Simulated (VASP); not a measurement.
# Sn4S (Im-3m) in VASP: notebook

Runs on Sn4S. Level: PBE. Tasks: single point, relaxation of cell and atoms.

Program: VASP 6.6.1. These are calculated values, not measurements. Logs are shortened: lines on timing, memory, paths and dates and some standing lists are left out, and cuts for length are marked.

**1. The cell of the first run**

The structure is cubic, space group Im-3m (No. 229). Conventional cell: a = 6.384 Å, b = 6.384 Å, c = 6.384 Å, α = 90.00°, β = 90.00°, γ = 90.00°. Within 3.6 Å of Sn (site symmetry -3m) lie 2 S at 2.76 Å and 6 Sn at 3.19 Å. Within 3.6 Å of S (site symmetry m-3m) lie 8 Sn at 2.76 Å.

**2. Single point, PBE**

Input file INCAR:

```
ALGO = Normal
EDIFF = 1E-6
ENCUT = 520
GGA = PE
ISIF = 2
ISMEAR = 0
LASPH = True
LCHARG = False
LREAL = False
LWAVE = False
NBANDS = 39
NELM = 80
PREC = Accurate
SIGMA = 0.1
```

Input file KPOINTS:

```
k-points
0
Gamma
  4 4 4
```

Input file POSCAR:

```
Sn4S
1.0
   -3.1922277600      3.1922277600      3.1922277600
    3.1922277600     -3.1922277600      3.1922277600
    3.1922277600      3.1922277600     -3.1922277600
Sn S
4 1
Direct
    0.0000000000      0.0000000000      0.5000000000
    0.5000000000      0.0000000000      0.0000000000
    0.5000000000      0.5000000000      0.5000000000
    0.0000000000      0.5000000000      0.0000000000
    0.0000000000      0.0000000000      0.0000000000
```

Potentials or basis: VASP PAW PBE potentials, release 64 (Sn_d, S).

Run with:

```sh
$ cat potpaw_PBE.64/Sn_d/POTCAR potpaw_PBE.64/S/POTCAR > POTCAR
$ mpirun -np 1 vasp_std > vasp.out
```

OUTCAR:

```text
EDIFF = 1E-6
   ENCUT = 520
   GGA = PE
   ISIF = 2
   ISMEAR = 0
   LASPH = True
   LREAL = False
   NELM = 80
   PREC = Accurate

 ion  position               nearest neighbor table
   1  0.000  0.000  0.500-   5 2.76   5 2.76   4 3.19   2 3.19   3 3.19   4 3.19   2 3.19   3 3.19

   2  0.500  0.000  0.000-   5 2.76   5 2.76   4 3.19   1 3.19   3 3.19   3 3.19   1 3.19   4 3.19

   3  0.500  0.500  0.500-   5 2.76   5 2.76   4 3.19   1 3.19   2 3.19   4 3.19   1 3.19   2 3.19

   4  0.000  0.500  0.000-   5 2.76   5 2.76   3 3.19   1 3.19   2 3.19   1 3.19   3 3.19   2 3.19

   5  0.000  0.000  0.000-   1 2.76   2 2.76   3 2.76   4 2.76   1 2.76   4 2.76   2 2.76   3 2.76

  LATTYP: Found a body centered cubic cell.
 ALAT       =     6.3844555200

  Lattice vectors:

 A1 = (  -3.1922277600,   3.1922277600,   3.1922277600)
 A2 = (   3.1922277600,  -3.1922277600,   3.1922277600)
 A3 = (   3.1922277600,   3.1922277600,  -3.1922277600)

Analysis of symmetry for initial positions (statically):
=====================================================================
 Subroutine PRICEL returns:
 Original cell was already a primitive cell.

 Routine SETGRP: Setting up the symmetry group for a
 body centered cubic supercell.

 Subroutine GETGRP returns: Found 48 space group operations
 (whereof 48 operations were pure point group operations)
 out of a pool of 48 trial point group operations.

The static configuration has the point symmetry O_h .

Analysis of symmetry for dynamics (positions and initial velocities):
=====================================================================
 Subroutine PRICEL returns:
 Original cell was already a primitive cell.

 Routine SETGRP: Setting up the symmetry group for a
 body centered cubic supercell.

 Subroutine GETGRP returns: Found 48 space group operations
 (whereof 48 operations were pure point group operations)
 out of a pool of 48 trial point group operations.

The dynamic configuration has the point symmetry O_h .

 Subroutine INISYM returns: Found 48 space group operations
 (whereof 48 operations are pure point group operations),
 and found     1 'primitive' translations

----------------------------------------------------------------------------------------

                                     Primitive cell

  volume of cell :     130.1193

  direct lattice vectors                    reciprocal lattice vectors
    -3.192227760  3.192227760  3.192227760     0.000000000  0.156630428  0.156630428
     3.192227760 -3.192227760  3.192227760     0.156630428  0.000000000  0.156630428
     3.192227760  3.192227760 -3.192227760     0.156630428  0.156630428  0.000000000

  length of vectors
     5.529100670  5.529100670  5.529100670     0.221508875  0.221508875  0.221508875

  position of ions in fractional coordinates (direct lattice)
     0.000000000  0.000000000  0.500000000
     0.500000000  0.000000000  0.000000000
     0.500000000  0.500000000  0.500000000
     0.000000000  0.500000000  0.000000000
     0.000000000  0.000000000  0.000000000

  ion indices of the primitive-cell ions
   primitive index   ion index
                 1           1
                 2           2
                 3           3
                 4           4
                 5           5

----------------------------------------------------------------------------------------

 KPOINTS: k-points

Automatic generation of k-mesh.
 Grid dimensions read from file:
 generate k-points for:    4    4    4

 Generating k-lattice:

  Cartesian coordinates                     Fractional coordinates (reciprocal lattice)
     0.000000000  0.039157607  0.039157607     0.250000000  0.000000000  0.000000000
     0.039157607  0.000000000  0.039157607     0.000000000  0.250000000  0.000000000
     0.039157607  0.039157607  0.000000000     0.000000000  0.000000000  0.250000000

  Length of vectors
     0.055377219  0.055377219  0.055377219

  Shift w.r.t. Gamma in fractional coordinates (k-lattice)
     0.000000000  0.000000000  0.000000000

 Subroutine IBZKPT returns following result:
 ===========================================

 Found      8 irreducible k-points:

 Following reciprocal coordinates:
            Coordinates               Weight
  0.000000  0.000000  0.000000      1.000000
  0.250000  0.000000  0.000000     12.000000
  0.500000  0.000000  0.000000      6.000000
  0.250000  0.250000  0.000000     24.000000
  0.250000  0.250000  0.250000      2.000000
 -0.250000  0.250000  0.250000      6.000000
  0.500000  0.500000  0.250000     12.000000
  0.500000  0.500000  0.500000      1.000000
   k-points           NKPTS =      8   k-points in BZ     NKDIM =      8   number of bands    NBANDS=     39
   number of dos      NEDOS =    301   number of ions     NIONS =      5
   total plane-waves  NPLWV =  74088
   dimension x,y,z NGX =    42 NGY =   42 NGZ =   42
   dimension x,y,z NGXF=    84 NGYF=   84 NGZF=   84
   ions per type =               4   1
[... 48 lines left out ...]
 NGX is ok and might be reduce to    42
   NGX = 21   NGY = 21   NGZ = 21

 number of electron      62.0000042 magnetization

 Free energy of the ion-electron system (eV)
  ---------------------------------------------------
  ext. energy  EPLUGINS =         0.00000000
  ---------------------------------------------------
  free energy    TOTEN  =       -18.45012774 eV

  energy without entropy =      -18.43908350  energy(sigma->0) =      -18.44460562

 E-fermi :   7.5149     XC(G=0): -10.0720

 val. band max:        7.4331676733   @ k =   0.2500   0.2500   0.0000
 cond. band min:       7.8090008764   @ k =   0.2500   0.2500   0.0000
 fundamental gap:      0.3758332031
 Fermi energy:         7.5148968653

 k-point     1 :       0.0000    0.0000    0.0000
  band No.  band energies     occupation
      1     -14.1402      2.00000
      2     -14.1296      2.00000
      3     -14.1296      2.00000
      4     -14.0093      2.00000
      5     -14.0093      2.00000
      6     -14.0093      2.00000
[... 31 lines left out ...]
     38      13.9665      0.00000
     39      13.9670      0.00000

 k-point     2 :       0.2500    0.0000    0.0000
  band No.  band energies     occupation
      1     -14.1114      2.00000
      2     -14.1033      2.00000
      3     -14.0810      2.00000
      4     -14.0258      2.00000
      5     -13.9849      2.00000
      6     -13.9833      2.00000
[... 31 lines left out ...]
     38      12.5129      0.00000
     39      12.9391      0.00000

 k-point     3 :       0.5000    0.0000    0.0000
  band No.  band energies     occupation
      1     -14.0680      2.00000
      2     -14.0667      2.00000
      3     -14.0400      2.00000
      4     -14.0113      2.00000
      5     -13.9743      2.00000
      6     -13.9715      2.00000
[... 31 lines left out ...]
     38      12.3381      0.00000
     39      13.3179      0.00000

 k-point     4 :       0.2500    0.2500    0.0000
  band No.  band energies     occupation
      1     -14.0726      2.00000
      2     -14.0525      2.00000
      3     -14.0203      2.00000
      4     -14.0182      2.00000
      5     -14.0039      2.00000
      6     -13.9850      2.00000
[... 31 lines left out ...]
     38      11.5325      0.00000
     39      12.4198      0.00000

 k-point     5 :       0.2500    0.2500    0.2500
  band No.  band energies     occupation
      1     -14.0094      2.00000
      2     -13.9760      2.00000
      3     -13.9760      2.00000
      4     -13.9760      2.00000
      5     -13.9590      2.00000
      6     -13.9590      2.00000
[... 31 lines left out ...]
     38      10.7420      0.00000
     39      10.7420      0.00000

 k-point     6 :      -0.2500    0.2500    0.2500
  band No.  band energies     occupation
      1     -14.1213      2.00000
      2     -14.0819      2.00000
      3     -14.0469      2.00000
      4     -14.0469      2.00000
      5     -14.0229      2.00000
      6     -13.9873      2.00000
[... 31 lines left out ...]
     38      12.8294      0.00000
     39      12.8551      0.00000

 k-point     7 :       0.5000    0.5000    0.2500
  band No.  band energies     occupation
      1     -14.0934      2.00000
      2     -14.0927      2.00000
      3     -14.0648      2.00000
      4     -14.0395      2.00000
      5     -14.0281      2.00000
      6     -14.0098      2.00000
[... 31 lines left out ...]
     38      12.3293      0.00000
     39      13.5676      0.00000

 k-point     8 :       0.5000    0.5000    0.5000
  band No.  band energies     occupation
      1     -14.1135      2.00000
      2     -14.1135      2.00000
      3     -14.1135      2.00000
      4     -14.0379      2.00000
      5     -14.0379      2.00000
      6     -14.0379      2.00000
[... 31 lines left out ...]
     38      14.2384      0.00000
     39      14.2384      0.00000

------------------------ aborting loop because EDIFF is reached ----------------------------------------

  FORCE on cell =-STRESS in cart. coord.  units (eV):
  Direction    XX          YY          ZZ          XY          YZ          ZX
  --------------------------------------------------------------------------------------
  -------------------------------------------------------------------------------------
  Total        5.6407571      5.6407571      5.6407571     -0.0000000     -0.0000000      0.0000000
  in kB       69.4554579     69.4554579     69.4554579     -0.0000000     -0.0000000      0.0000000
  external PRESSURE =      69.4554579 kB  Pullay stress =       0.0000000 kB

 VOLUME and BASIS-vectors are now :
 -----------------------------------------------------------------------------
  energy-cutoff  :      520.00
  volume of cell :      130.12
      direct lattice vectors                 reciprocal lattice vectors
    -3.192227760  3.192227760  3.192227760     0.000000000  0.156630428  0.156630428
     3.192227760 -3.192227760  3.192227760     0.156630428  0.000000000  0.156630428
     3.192227760  3.192227760 -3.192227760     0.156630428  0.156630428  0.000000000

 POSITION                                       TOTAL-FORCE (eV/Angst)
 -----------------------------------------------------------------------------------
      1.59611      1.59611     -1.59611         0.000000     -0.000000     -0.000000
     -1.59611      1.59611      1.59611        -0.000000      0.000000     -0.000000
      1.59611      1.59611      1.59611         0.000000     -0.000000      0.000000
      1.59611     -1.59611      1.59611        -0.000000      0.000000      0.000000
      0.00000      0.00000      0.00000         0.000000      0.000000      0.000000
 -----------------------------------------------------------------------------------
    total drift:                               -0.000000     -0.000000      0.000000

  FREE ENERGIE OF THE ION-ELECTRON SYSTEM (eV)
  ---------------------------------------------------
  free  energy   TOTEN  =       -18.4501277359 eV

  energy  without entropy=      -18.4390835032  energy(sigma->0) =      -18.44460562
```

It took 28 s on 1 thread of AMD EPYC 9R45 (Zen 5), shared host; peak memory 0.22 GiB.

Results:

```yaml
Free_energy: -18.4501 eV
Pressure: 6.9 GPa
Band_gap_on_the_k_mesh: zero (band 31 reaches 8.34 eV, above the bottom of band 32 at 6.77 eV)
```

Levels at points of the mesh, in eV from the Fermi level:
| k point | band 27 | band 28 | band 29 | band 30 | band 31 | band 32 | band 33 | band 34 | band 35 | band 36 |
| --- | --- | --- | --- | --- | --- | --- | --- | --- | --- | --- |
| (0.00, 0.00, 0.00) | -5.31 | -5.31 | -2.13 | -2.13 | -2.13 | 2.11 | 2.11 | 2.11 | 2.34 | 2.34 |
| (0.50, 0.00, 0.00) | -1.93 | -1.90 | -1.62 | -1.57 | -0.26 | 0.64 | 0.93 | 1.10 | 2.07 | 3.03 |
| (0.50, 0.50, 0.50) | -2.10 | -1.59 | -1.59 | -1.59 | -0.74 | -0.74 | -0.74 | -0.40 | 5.39 | 5.39 |

Caveat: spin-orbit coupling is left out, which moves the levels of the heavy elements.

**3. Single point, PBE**

This run uses another cell than the first one, of 29.53 Å³/atom, 1.135 times its volume.

Input file INCAR:

```
PREC = Accurate
ENCUT = 520
EDIFF = 1E-7
ISMEAR = 0
SIGMA = 0.1
LREAL = False
LASPH = True
NELM = 60
ALGO = Normal
ISIF = 2
LWAVE = False
LCHARG = False
GGA = PE
NBANDS = 39
```

Input file KPOINTS:

```
Automatic mesh
0
Gamma
  4 4 4
```

Edit POSCAR of step 2 so:

```diff
@@ -2,5 +2,5 @@
 1.0
-   -3.1922277600      3.1922277600      3.1922277600
-    3.1922277600     -3.1922277600      3.1922277600
-    3.1922277600      3.1922277600     -3.1922277600
+   -3.3297276069      3.3297276069      3.3297276069
+    3.3297276069     -3.3297276069      3.3297276069
+    3.3297276069      3.3297276069     -3.3297276069
 Sn S
```

Potentials or basis: VASP PAW PBE potentials, release 64 (Sn_d, S).

Run with:

```sh
$ cat potpaw_PBE.64/Sn_d/POTCAR potpaw_PBE.64/S/POTCAR > POTCAR
$ mpirun -np 1 vasp_std > vasp.out
```

It took 40 s on 1 thread of AMD EPYC 9R45 (Zen 5), shared host; peak memory 0.28 GiB.

Results (log left out):

```yaml
Free_energy: -18.7778 eV
Pressure: -0.2 GPa
Band_gap_on_the_k_mesh: zero (band 31 reaches 6.92 eV, above the bottom of band 32 at 5.55 eV)
```

Levels at points of the mesh, in eV from the Fermi level:
```
           k point  band 28  band 29  band 30  band 31  band 32  band 33  band 34  band 35
(0.00, 0.00, 0.00)    -5.40    -1.84    -1.84    -1.84     1.85     1.85     1.85     2.58
(0.50, 0.00, 0.00)    -1.85    -1.72    -1.33    -0.13     0.42     0.94     0.98     1.82
(0.50, 0.50, 0.50)    -1.66    -1.66    -1.66    -0.59    -0.59    -0.59    -0.59     4.86
```

Caveat: spin-orbit coupling is left out, which moves the levels of the heavy elements.

**4. Single point, PBE**

This run uses another cell than the first one, of 29.40 Å³/atom, 1.130 times its volume.

Input file INCAR:

```
SYSTEM = Sn4S
PREC     = Accurate       ! precision mode
ENCUT    = 520            ! plane-wave cutoff, eV
EDIFF    = 1E-6           ! SCF threshold, eV
ISMEAR   = 0              ! smearing method
SIGMA    = 0.1            ! smearing width, eV
LREAL    = .False.        ! projectors in reciprocal space
LASPH    = .True.         ! aspherical terms in the spheres
NELM     = 60             ! most SCF steps
ALGO     = Normal         ! electronic algorithm
ISIF     = 2              ! what is computed and relaxed
LWAVE    = .False.        ! write WAVECAR
LCHARG   = .False.        ! write CHGCAR
GGA      = PE             ! functional
NBANDS   = 39             ! bands
```

Input file KPOINTS:

```
Automatic mesh
0
Gamma
  8 8 8
  0 0 0
```

Edit POSCAR of step 3 so:

```diff
@@ -2,5 +2,5 @@
 1.0
-   -3.3297276069      3.3297276069      3.3297276069
-    3.3297276069     -3.3297276069      3.3297276069
-    3.3297276069      3.3297276069     -3.3297276069
+   -3.3248601809      3.3248601809      3.3248601809
+    3.3248601809     -3.3248601809      3.3248601809
+    3.3248601809      3.3248601809     -3.3248601809
 Sn S
```

Run with:

```sh
$ cat potpaw_PBE.64/Sn_d/POTCAR potpaw_PBE.64/S/POTCAR > POTCAR
$ mpirun -np 1 vasp_std > vasp.out
```

Wall time 2.4 min (1 thread of AMD EPYC 9R45 (Zen 5), shared host); peak memory 0.34 GiB.

Results (log left out):

```yaml
Free_energy: -18.7935 eV
Pressure: 0.0 GPa
Band_gap_on_the_k_mesh: zero (band 31 reaches 6.99 eV, above the bottom of band 32 at 5.57 eV)
```

Levels at points of the mesh, in eV from the Fermi level:
```csv
k point,band 29,band 30,band 31,band 32,band 33,band 34
"(0.00, 0.00, 0.00)",-1.91,-1.91,-1.91,1.76,1.76,1.76
"(0.50, 0.00, 0.00)",-1.80,-1.41,-0.21,0.36,0.81,0.85
"(0.50, 0.50, 0.50)",-1.82,-1.82,-0.70,-0.70,-0.70,-0.70
```

Caveat: spin-orbit coupling is left out, which moves the levels of the heavy elements.

**5. Relaxation of cell and atoms, PBE**

Input file INCAR:

```
SYSTEM = Sn4S
PREC     = Accurate       ! precision mode
ENCUT    = 600            ! plane-wave cutoff, eV
EDIFF    = 1E-6           ! SCF threshold, eV
ISMEAR   = 0              ! smearing method
SIGMA    = 0.1            ! smearing width, eV
LREAL    = .False.        ! projectors in reciprocal space
LASPH    = .True.         ! aspherical terms in the spheres
NELM     = 80             ! most SCF steps
ALGO     = Normal         ! electronic algorithm
ISIF     = 3              ! what is computed and relaxed
LWAVE    = .False.        ! write WAVECAR
LCHARG   = .False.        ! write CHGCAR
GGA      = PE             ! functional
IBRION   = 2              ! ionic algorithm
NSW      = 90             ! ionic steps
EDIFFG   = -0.04          ! ionic threshold
```

Input file KPOINTS:

```
regular mesh
0
Gamma
  4 4 4
  0 0 0
```

Edit POSCAR of step 4 so:

```diff
@@ -2,5 +2,5 @@
 1.0
-   -3.3248601809      3.3248601809      3.3248601809
-    3.3248601809     -3.3248601809      3.3248601809
-    3.3248601809      3.3248601809     -3.3248601809
+   -3.1922277600      3.1922277600      3.1922277600
+    3.1922277600     -3.1922277600      3.1922277600
+    3.1922277600      3.1922277600     -3.1922277600
 Sn S
```

Run with:

```sh
$ cat potpaw_PBE.64/Sn_d/POTCAR potpaw_PBE.64/S/POTCAR > POTCAR
$ mpirun -np 1 vasp_std > vasp.out
```

Run time: 2.8 min. Hardware: 1 thread of AMD EPYC 9R45 (Zen 5), shared host; peak memory 0.3 GiB.

The run converged. Its results:

| Item | Value |
| --- | --- |
| Free energy | -18.7754 eV |
| Relaxed volume | 29.35 Å³/atom |
| Relaxed cell | a = 5.755 Å, b = 5.755 Å, c = 5.755 Å, α = 109.47°, β = 109.47°, γ = 109.47° |
| Space group after relaxing (to 0.05 Å) | Im-3m (No. 229) |
| Energy gained by relaxing | 65.0 meV/atom |
| Ionic steps | 3 |
| Pressure after relaxing | 0.0 GPa |
| Band gap on the k mesh | zero (band 31 reaches 6.99 eV, above the bottom of band 32 at 5.61 eV) |

Step by step:
```tsv
step	energy change (eV)	largest force (eV/Å)	pressure (GPa)	volume (Å³)
1	0.0000	0.0000	6.97	130.12
2	-0.2963	0.0000	-1.51	152.63
3	-0.3248	0.0000	0.03	146.76
```

Final structure:
```cif
data_structure
_symmetry_space_group_name_H-M 'P 1'
_symmetry_Int_Tables_number 1
_cell_length_a 5.7554
_cell_length_b 5.7554
_cell_length_c 5.7554
_cell_angle_alpha 109.471
_cell_angle_beta 109.471
_cell_angle_gamma 109.471
_cell_volume 146.76
loop_
_atom_site_label
_atom_site_type_symbol
_atom_site_fract_x
_atom_site_fract_y
_atom_site_fract_z
_atom_site_occupancy
Sn1 Sn 0.00000 0.00000 0.50000 1
Sn2 Sn 0.50000 0.00000 0.00000 1
Sn3 Sn 0.50000 0.50000 0.50000 1
Sn4 Sn 0.00000 0.50000 0.00000 1
S1 S 0.00000 0.00000 0.00000 1
```

Levels at points of the mesh, in eV from the Fermi level:
| k point | band 28 | band 29 | band 30 | band 31 | band 32 | band 33 | band 34 | band 35 |
| --- | --- | --- | --- | --- | --- | --- | --- | --- |
| (0.00, 0.00, 0.00) | -5.43 | -1.85 | -1.85 | -1.85 | 1.86 | 1.86 | 1.86 | 2.57 |
| (0.50, 0.00, 0.00) | -1.85 | -1.72 | -1.34 | -0.13 | 0.43 | 0.94 | 0.98 | 1.83 |
| (0.50, 0.50, 0.50) | -1.66 | -1.66 | -1.66 | -0.60 | -0.60 | -0.60 | -0.58 | 4.88 |

Caveat: spin-orbit coupling is left out, which moves the levels of the heavy elements.

**6. The runs side by side**

```csv
task,cell,k mesh,cutoff (eV),gap on the mesh (eV),pressure (GPa)
single point,"a = 5.529 Å, angles 109.5°, 5 atoms",4 × 4 × 4,520,none,6.9
single point,"a = 5.767 Å, angles 109.5°, 5 atoms",4 × 4 × 4,520,none,-0.2
single point,"a = 5.759 Å, angles 109.5°, 5 atoms",8 × 8 × 8,520,none,0.0
relaxation of cell and atoms,"relaxed from a = 5.529 Å, angles 109.5°, 5 atoms",4 × 4 × 4,600,none,0.0
```

Alike in all rows: level PBE; potentials or basis VASP PAW PBE potentials, release 64 (Sn_d, S); no spin polarisation; smearing gaussian 0.1 eV.

Caveats: spin-orbit coupling is left out, which moves the levels of the heavy elements.

Absolute energies hang on the potentials; compare differences alone.
